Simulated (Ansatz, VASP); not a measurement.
One calculation of BN, two programs

```
CELL_PARAMETERS angstrom
2.55394 0.00000 0.00000
-1.27697 2.21178 0.00000
0.00000 0.00000 4.22685
ATOMIC_POSITIONS crystal
B 0.66667 0.33333 0.99972
B 0.33333 0.66667 0.49972
N 0.57932 0.26939 0.62528
N 0.33333 0.66667 0.12528
```

Alike in both runs: task single point; functional r2SCAN; k mesh 12 × 12 × 6; occupations gaussian, width 0.05 eV; no spin polarisation.

|  | VASP | Ansatz |
| --- | --- | --- |
| version | VASP 6.6.1 | Ansatz 0.2.0 |
| potentials or method | VASP PAW PBE potentials, release 64 (B, N), cutoff 520 eV | scalar-relativistic, plane waves, PAW |
| valence electrons in the cell | 16 | 16 |

|  | VASP | Ansatz | Ansatz less VASP |
| --- | --- | --- | --- |
| gap on the k mesh at the Fermi level (eV) | 4.84 | 4.86 | +0.025 |
| least direct gap on the mesh (eV) | 7.81 | 7.81 | +0.001 |
| pressure (GPa) | 1.4 | 0.4 | -1.01 |
| traceless stress, the component that is largest in VASP (GPa) | 5.67 | 5.55 | -0.112 |
| rms of the force components (eV/Å) | 1.538 | 1.537 | -0.0005 |

VASP's potentials were made for PBE, not for r2SCAN. Atom by atom the forces differ by 0.005 eV/Å (rms over components).
